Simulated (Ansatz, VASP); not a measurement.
Two plane-wave programs on AlIn3Sb4

Contents of INCAR:

```
SYSTEM = AlIn3Sb4
PREC = Accurate
ENCUT = 520
EDIFF = 1E-6
ISMEAR = 0
SIGMA = 0.1
LREAL = .False.
LASPH = .True.
NELM = 60
ALGO = Normal
ISIF = 2
LWAVE = .False.
LCHARG = .False.
GGA = PE
NBANDS = 41
```

The input KPOINTS:

```
regular mesh
0
Gamma
  4 4 2
  0 0 0
```

The input POSCAR:

```
AlIn3Sb4
1.0
    4.6139793000      0.0000000000      0.0000000000
    0.0000000000      4.6139793000      0.0000000000
    0.0000000000      0.0000000000     13.0736708000
Al In Sb
1 3 4
Direct
    0.5000000000      0.5000000000      0.0000000000
    0.0000000000      0.0000000000      0.7576940000
    0.0000000000      0.0000000000      0.2423060000
    0.5000000000      0.5000000000      0.5000000000
    0.5000000000      0.0000000000      0.8875770000
    0.0000000000      0.5000000000      0.1124230000
    0.5000000000      0.0000000000      0.3710950000
    0.0000000000      0.5000000000      0.6289050000
```

Input for Ansatz:

```yaml
crystal:
  lattice:
    - [4.6139793, 0.0, 0.0]
    - [0.0, 4.6139793, 0.0]
    - [0.0, 0.0, 13.0736708]
  atoms:
    - { symbol: Al, position: [0.5, 0.5, 0.0] }
    - { symbol: In, position: [0.0, 0.0, 0.757694] }
    - { symbol: In, position: [0.0, 0.0, 0.242306] }
    - { symbol: In, position: [0.5, 0.5, 0.5] }
    - { symbol: Sb, position: [0.5, 0.0, 0.887577] }
    - { symbol: Sb, position: [0.0, 0.5, 0.112423] }
    - { symbol: Sb, position: [0.5, 0.0, 0.371095] }
    - { symbol: Sb, position: [0.0, 0.5, 0.628905] }
basis:
  ecutwfc: 420
kpoints:
  mp_grid: { grid: [4, 4, 2] }
hamiltonian:
  xc: pbe
scf:
  occupations: { method: gaussian, width: 0.1 }
  lower_state_search: "off"
output:
  forces: true
  stress: true
  eigenvalues: true
```

Alike in both runs: task single point; functional PBE; k mesh 4 × 4 × 2; occupations gaussian, width 0.1 eV; no spin polarisation.

```csv
,VASP,Ansatz
version,VASP 6.6.1,Ansatz 0.2.0
potentials or method,"VASP PAW PBE potentials, release 64 (Al, In_d, Sb), cutoff 520 eV","scalar-relativistic, plane waves, PAW"
valence electrons in the cell,62,102
```

```csv
,VASP,Ansatz,Ansatz less VASP
gap on the k mesh at the Fermi level (eV),none,none,-
pressure (GPa),0.2,0.2,-0.02
"traceless stress, the component that is largest in VASP (GPa)",-0.34,-0.33,+0.005
rms of the force components (eV/Å),0.001,0.005,+0.0042
```

Atom by atom the forces differ by 0.004 eV/Å (rms over components). A gap of «none» marks a metal or a gap that the smearing closes. The functional is the same, so the differences come from potentials, cutoffs and numerics. VASP's potentials hold 62 valence electrons a cell and Ansatz's 102, so a difference there can come from the potentials and not from the codes.

Spin-orbit coupling is off throughout.
